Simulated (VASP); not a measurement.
Input of a VASP 6.6.1 run:

The input INCAR:

```
PREC     = Accurate       # precision mode
ENCUT    = 600            # plane-wave cutoff, eV
EDIFF    = 1E-7           # SCF threshold, eV
ISMEAR   = 0              # smearing method
SIGMA    = 0.1            # smearing width, eV
LREAL    = False          # projectors in reciprocal space
LASPH    = True           # aspherical terms in the spheres
NELM     = 100            # most SCF steps
ALGO     = Normal         # electronic algorithm
ISIF     = 3              # what is computed and relaxed
LWAVE    = False          # write WAVECAR
LCHARG   = False          # write CHGCAR
GGA      = PS             # functional
IBRION   = 2              # ionic algorithm
NSW      = 100            # ionic steps
EDIFFG   = -0.002         # ionic threshold
```

Contents of KPOINTS:

```
regular mesh
0
Gamma
  18 18 10
```

File POSCAR:

```
W
1.0
    2.8225222493      0.0000000000      0.0000000000
   -1.4112611246      2.4443759706      0.0000000000
    0.0000000000      0.0000000000      4.6091788331
W
2
Direct
    0.3333333333      0.6666666667      0.2500000000
    0.6666666667      0.3333333333      0.7500000000
```

Potentials or basis: VASP PAW PBE potentials, release 64 (W_sv).

Launch:

```bash
$ cat potpaw_PBE.64/W_sv/POTCAR > POTCAR
$ mpirun -np 1 vasp_std > vasp.out
```

Problem. Predict the band gap on the k mesh.

Solution. Zero (bands 14 and 15 overlap by 1.77 eV).

Problem. What does it give for the relaxed cell?

Solution. a = 2.754 Å, b = 2.754 Å, c = 4.898 Å, α = 90.00°, β = 90.00°, γ = 120.00°.

Final structure:
```
CELL_PARAMETERS angstrom
2.75403 0.00000 0.00000
-1.37701 2.38506 0.00000
0.00000 0.00000 4.89758
ATOMIC_POSITIONS crystal
W 0.33333 0.66667 0.25000
W 0.66667 0.33333 0.75000
```

Caveat: spin-orbit coupling is left out, which moves the levels of the heavy elements.
